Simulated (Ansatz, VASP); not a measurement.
## Two plane-wave programs on BN

```
B N
1.0
     0.00000    1.74705    1.74705
     1.74705    0.00000    1.74705
     1.74705    1.74705    0.00000
B N
1 1
Cartesian
  0.0000 0.0000 0.0000
  0.8735 0.8735 0.8735
```

Alike in both runs: task single point; functional PBEsol; k mesh 12 × 12 × 12; occupations gaussian, width 0.02 eV; no spin polarisation.

|  | VASP | Ansatz |
| --- | --- | --- |
| version | VASP 6.6.1 | Ansatz 0.2.0 |
| potentials or method | VASP PAW PBE potentials, release 64 (B, N), cutoff 600 eV | scalar-relativistic, plane waves, PAW |
| valence electrons in the cell | 8 | 8 |

```csv
,VASP,Ansatz,Ansatz less VASP
gap on the k mesh at the Fermi level (eV),4.38,4.39,+0.013
least direct gap on the mesh (eV),9.24,9.25,+0.010
```

VASP's potentials were made for PBE, not for PBEsol. The functional is the same, so the differences come from potentials, cutoffs and numerics.
